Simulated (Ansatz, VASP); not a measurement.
# GaN: VASP beside Ansatz

Contents of INCAR:

```
PREC     = Accurate       # precision mode
ENCUT    = 600            # plane-wave cutoff, eV
EDIFF    = 1E-6           # SCF threshold, eV
ISMEAR   = 0              # smearing method
SIGMA    = 0.02           # smearing width, eV
LREAL    = False          # projectors in reciprocal space
LASPH    = True           # aspherical terms in the spheres
NELM     = 80             # most SCF steps
ALGO     = Normal         # electronic algorithm
ISIF     = 3              # what is computed and relaxed
LWAVE    = False          # write WAVECAR
LCHARG   = False          # write CHGCAR
IBRION   = 2              # ionic algorithm
NSW      = 100            # ionic steps
EDIFFG   = -0.002         # ionic threshold
```

The input KPOINTS:

```
Automatic mesh
0
Gamma
  10 10 10
```

The input POSCAR:

```
GaN
1.0
    0.0000000000      2.2535006100      2.2535006100
    2.2535006100      0.0000000000      2.2535006100
    2.2535006100      2.2535006100      0.0000000000
Ga N
1 1
Direct
    0.0000000000      0.0000000000      0.0000000000
    0.2500000000      0.2500000000      0.2500000000
```

Input for Ansatz:

```yaml
crystal:
  lattice:
    - [0.0, 2.25350061, 2.25350061]
    - [2.25350061, 0.0, 2.25350061]
    - [2.25350061, 2.25350061, 0.0]
  atoms:
    - { symbol: Ga, position: [0.0, 0.0, 0.0] }
    - { symbol: "N", position: [0.25, 0.25, 0.25] }
basis:
  ecutwfc: 600.0
kpoints:
  mp_grid: { grid: [10, 10, 10] }
hamiltonian:
  xc: lda
  pseudopotentials: { kind: paw, azcp: { folder: soft_1 } }
scf:
  occupations: { method: gaussian, width: 0.02 }
output:
  forces: true
  stress: true
  eigenvalues: true
relax:
  adjacent_minimum: "off"
  f_tol: 0.002
  max_steps: 80
  cell: { stress_tol: 0.02 }
```

Alike in both runs: task relaxation of cell and atoms; functional LDA; k mesh 10 × 10 × 10; occupations gaussian, width 0.02 eV; no spin polarisation.

|  | VASP | Ansatz |
| --- | --- | --- |
| version | VASP 6.6.1 | Ansatz 0.2.0 |
| potentials or method | VASP PAW LDA potentials, release 64 (Ga_d, N), cutoff 600 eV | scalar-relativistic, plane waves, PAW |
| valence electrons in the cell | 18 | 18 |

Ansatz gave:

* gap on the k mesh at the Fermi level, each at its own relaxed structure (eV): 1.96
* relaxed volume (Å³/atom): 11.05
* relaxed cell length with the largest relative difference (Å): 3.150

Question: Estimate VASP's values.

Answer: gap on the k mesh at the Fermi level, each at its own relaxed structure (eV): 1.94; relaxed volume (Å³/atom): 11.11; relaxed cell length with the largest relative difference (Å): 3.156.

Ansatz warns that its potentials were made for another functional, while VASP's fit it. LDA's correlation is that of Perdew and Zunger in VASP and of Perdew and Wang (1992) in Ansatz.
